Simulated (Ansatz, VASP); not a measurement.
**Two plane-wave programs on BeC3**

```
Be C
1.0
     2.70489    1.56167    1.94801
    -2.70489    1.56167    1.94801
     0.00000   -3.12334    1.94801
Be C
1 3
Direct
  0.00000 0.00000 0.00000
  0.50000 0.50000 0.50000
  0.72079 0.72079 0.72079
  0.27921 0.27921 0.27921
```

Alike in both runs: task relaxation of cell and atoms; functional PBE; k mesh 12 × 12 × 12; occupations gaussian, width 0.1 eV; no spin polarisation.

|  | VASP | Ansatz |
| --- | --- | --- |
| version | VASP 6.6.1 | Ansatz 0.2.0 |
| potentials or method | VASP PAW PBE potentials, release 64 (Be, C), cutoff 600 eV | scalar-relativistic, plane waves, PAW |
| valence electrons in the cell | 14 | 14 |

```csv
,VASP,Ansatz,Ansatz less VASP
"gap on the k mesh at the Fermi level, each at its own relaxed structure (eV)",none,none,-
relaxed volume (Å³/atom),12.33,12.42,+0.085
relaxed cell length with the largest relative difference (Å),3.680,3.689,+0.0091
```

A gap of «none» marks a metal or a gap that the smearing closes.
